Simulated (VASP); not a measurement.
Input of a VASP 6.6.1 run:

Contents of INCAR:

```
SYSTEM = TiCo2
ALGO = Normal ; EDIFF = 1E-6
ENCUT = 520 ; GGA = PS
ISIF = 2 ; ISMEAR = 1
ISPIN = 2 ; LASPH = .True.
LCHARG = .False. ; LMAXMIX = 4
LORBIT = 11 ; LREAL = .False.
LWAVE = .False. ; MAGMOM = -0.31 -0.31 0.82 0.82 0.82 0.82
NBANDS = 43 ; NELM = 150
PREC = Accurate ; SIGMA = 0.1
```

Contents of KPOINTS:

```
k-points
0
Gamma
  10 10 10
  0 0 0
```

File POSCAR:

```
TiCo2
1.0
    0.0000000000      3.3520000000      3.3520000000
    3.3520000000      0.0000000000      3.3520000000
    3.3520000000      3.3520000000      0.0000000000
Ti Co
2 4
Direct
    0.5000000000      0.5000000000      0.5000000000
    0.7500000000      0.7500000000      0.7500000000
    0.1250000000      0.1250000000      0.1250000000
    0.6250000000      0.1250000000      0.1250000000
    0.1250000000      0.1250000000      0.6250000000
    0.1250000000      0.6250000000      0.1250000000
```

Potentials or basis: VASP PAW PBE potentials, release 64 (Ti_sv, Co).

Launch:

```console
$ cat potpaw_PBE.64/Ti_sv/POTCAR potpaw_PBE.64/Co/POTCAR > POTCAR
$ mpirun -np 1 vasp_std > vasp.out
```

Q: What does it give for the net moment?

A: 1.03 μB per cell.

Q: Estimate the site moments.

A: Ti -0.13; Co +0.35 μB.

Q: Estimate the pressure.

A: -14.7 GPa.

Caveat: the cell stands under tension; the PAW data sets were made with another functional, which shifts forces and pressure a little.
